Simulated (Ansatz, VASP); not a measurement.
**Si: VASP beside Ansatz**

```
Si
1.0
     0.00000    2.69724    2.69724
     2.69724    0.00000    2.69724
     2.69724    2.69724    0.00000
Si
2
Direct
  0.50000 0.50000 0.50000
  0.75000 0.75000 0.75000
```

Change from the starting cell: volume scaled by 0.98.

Alike in both runs: task single point; functional PBE; k mesh 11 × 11 × 11; occupations fermi-dirac, width 0.08 eV; no spin polarisation.

```csv
,VASP,Ansatz
version,VASP 6.6.1,Ansatz 0.2.0
potentials or method,"VASP PAW PBE potentials, release 64 (Si), cutoff 520 eV","all-electron LAPW, scalar-relativistic"
```

|  | VASP | Ansatz | Ansatz less VASP |
| --- | --- | --- | --- |
| pressure (GPa) | 4.0 | 4.0 | +0.04 |

Ansatz ran all-electron here, and VASP with PAW potentials.
